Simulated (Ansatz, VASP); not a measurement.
# One calculation of SrTiO3, two programs

```xyz
10
Lattice="-2.7435 2.7847 3.9043 2.7435 -2.7847 3.9043 2.7435 2.7847 -3.9043" Properties=species:S:1:pos:R:3 pbc="T T T"
Sr    0.0000    2.7847    1.9522
Sr    2.7435    0.0000    1.9522
Ti    0.0000    0.0000    0.0000
Ti    0.0000    0.0000    3.9043
O     0.0000    0.0000    1.9522
O     0.0000    0.0000    5.8565
O     1.2365    4.0398    0.0000
O     1.5070    1.2551    0.0000
O     1.5070   -1.2551    3.9043
O     1.2365    1.5296    3.9043
```

Change from the starting cell: strain +0.0150 x Voigt [0, 1, 0, 0, 0, 0], atoms carried along.

Alike in both runs: task single point; functional PBEsol; k mesh 8 × 8 × 8; occupations gaussian, width 0.05 eV; no spin polarisation.

```csv
,VASP,Ansatz
version,VASP 6.6.1,Ansatz 0.2.0
potentials or method,"VASP PAW PBE potentials, release 64 (Sr_sv, Ti_sv, O), cutoff 520 eV","scalar-relativistic, plane waves, PAW"
valence electrons in the cell,80,80
```

```csv
,VASP,Ansatz,Ansatz less VASP
gap on the k mesh at the Fermi level (eV),1.89,1.92,+0.029
least direct gap on the mesh (eV),1.89,1.92,+0.030
pressure (GPa),-2.0,-2.6,-0.67
"traceless stress, the component that is largest in VASP (GPa)",-2.22,-2.20,+0.024
rms of the force components (eV/Å),0.011,0.009,-0.0023
```

VASP's potentials were made for PBE, not for PBEsol. Atom by atom the forces differ by 0.002 eV/Å (rms over components).
